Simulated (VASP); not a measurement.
A run of VASP 6.6.1:

File POSCAR:

```
Ge
1.0
    1.3782672799     -2.5653735294      0.0000000000
    1.3782672799      2.5653735294      0.0000000000
    0.0000000000      0.0000000000      2.6617629621
Ge
1
Direct
    0.5000000000      0.5000000000      0.0000000000
```

Contents of INCAR.step1:

```
PREC = Accurate ; ENCUT = 520
ISMEAR = 1 ; SIGMA = 0.1
LREAL = False ; LASPH = True
NELM = 80 ; NBANDS = 13
GGA = PE ; ALGO = Normal
EDIFF = 1E-4 ; LWAVE = True
LCHARG = False
```

File INCAR.step2:

```
PREC = Accurate ; ENCUT = 520
EDIFF = 1E-6 ; ISMEAR = 1
SIGMA = 0.1 ; LREAL = False
LASPH = True ; NELM = 80
ALGO = Normal ; ISIF = 2
LWAVE = False ; LCHARG = True
METAGGA = R2SCAN ; LMIXTAU = True
LELF = True ; LVHAR = True
NBANDS = 13 ; ISTART = 1
```

The input KPOINTS:

```
Automatic mesh
0
Gamma
  12 12 11
```

Potentials or basis: VASP PAW PBE potentials, release 64 (Ge_d).

Command:

```bash
$ cat potpaw_PBE.64/Ge_d/POTCAR > POTCAR
$ cp INCAR.step1 INCAR
$ mpirun -np 1 vasp_std > vasp.out
$ cp INCAR.step2 INCAR
$ mpirun -np 1 vasp_std > vasp.out
```

Hardware: 1 thread of Intel Xeon 8259CL, on a shared host.

How long does it take, and how much memory?

Run time: 2.7 min on 1 thread of Intel Xeon 8259CL, with other jobs on the host, peak memory 0.18 GiB. Counts: k points 258.
